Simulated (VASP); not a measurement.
Y2GeS4: relaxation of cell and atoms with PBE

Y2GeS4:

```xyz
7
Lattice="6.9350 -1.8850 0.0000 6.9350 1.8850 0.0000 -2.9430 0.0000 5.8516" Properties=species:S:1:pos:R:3 pbc="T T T"
Y     2.7821    0.0000    1.6384
Y     8.1448    0.0000    4.2131
Ge    0.0000    0.0000    0.0000
S    10.6164    0.0000    3.1599
S     4.9890    0.0000    0.1463
S     0.3106    0.0000    2.6917
S     5.9380    0.0000    5.7053
```

```yaml
Program: VASP 6.6.1
Task: relaxation of cell and atoms
Functional: PBE
Potentials_or_basis: VASP PAW PBE potentials, release 64 (Y_sv, Ge_d, S)
Cutoff: 600 eV
k_mesh: 3 × 3 × 2
Occupations: gaussian, width 0.15 eV
Spin: no spin polarisation
Dipole_correction: no
Further_INCAR_settings: ALGO = Normal; EDIFF = 1e-06; IBRION = 2; EDIFFG = -0.08; NSW = 36; ISIF = 3
```

* Relaxed volume: 24.71 Å³/atom
* Relaxed cell: a = 7.417 Å, b = 7.417 Å, c = 6.892 Å, α = 116.29°, β = 116.29°, γ = 30.91°
* Space group after relaxing (to 0.1 Å): C2/m (No. 12)
* Energy gained by relaxing: 109.0 meV/atom
* Ionic steps: 13
* Pressure after relaxing: 0.1 GPa
* Largest force after relaxing: 0.064 eV/Å
* Band gap on the k mesh: 1.40 eV (least direct gap 1.88 eV)

Forces in eV/Å, atoms in the order of the input:
```
Y    0.018  0.000  0.061
Y   -0.018  0.000 -0.061
Ge   0.000  0.000  0.000
S    0.047  0.000 -0.011
S   -0.008  0.000 -0.038
S   -0.047  0.000  0.011
S    0.008  0.000  0.038
```

Stress tensor (GPa, compression positive):
```
 0.01  0.00 -0.12
 0.00  0.07  0.00
-0.12  0.00  0.12
```

Step by step:
```csv
step,energy change (eV),largest force (eV/Å),pressure (GPa),volume (Å³)
1,0.0000,0.8532,8.92,152.99
2,-0.3107,1.1429,-4.43,181.53
3,-0.4891,0.7329,-0.29,169.83
4,-0.5662,0.5794,-0.25,170.47
5,-0.6805,0.3782,-0.21,172.35
6,-0.6833,0.3955,-0.23,172.67
7,-0.7281,0.2616,0.46,171.75
8,-0.7317,0.3128,0.73,171.39
9,-0.7445,0.2018,-0.85,175.42
10,-0.7482,0.1737,-0.35,174.12
11,-0.7566,0.0925,0.03,173.10
12,-0.7568,0.0994,0.11,172.91
13,-0.7632,0.0636,0.07,172.95
```

Final structure:
```
CELL_PARAMETERS angstrom
7.14802 -1.97640 -0.07756
7.14802 1.97640 -0.07756
-3.10060 0.00000 6.15470
ATOMIC_POSITIONS crystal
Y 0.27468 0.27468 0.28201
Y 0.72532 0.72532 0.71799
Ge 0.00000 0.00000 0.00000
S 0.87281 0.87281 0.56307
S 0.36332 0.36332 0.00582
S 0.12719 0.12719 0.43693
S 0.63668 0.63668 0.99418
```

Levels at points of the mesh, in eV from the valence-band top:
```
           k point  band 26  band 27  band 28  band 29  band 30  band 31  band 32  band 33  band 34  band 35
(0.00, 0.00, 0.00)    -1.28    -1.13    -1.01    -0.72    -0.56     1.40     2.85     2.97     3.17     3.18
(0.00, 0.00, 0.50)    -1.63    -1.33    -1.25    -0.91    -0.54     2.12     2.90     2.92     3.29     3.70
```

It took 10 min on 1 thread of Intel(R) Xeon(R) 6975P-C (Granite Rapids), on a shared host, peak memory 0.49 GiB.

Caveat: the k points lie up to 0.55 Å⁻¹ apart in the final cell; an odd mesh through Γ misses points on the zone boundary, where band edges can lie; the relaxation stopped at a loose force limit of 0.08 eV/Å, so its end isn't a converged minimum.
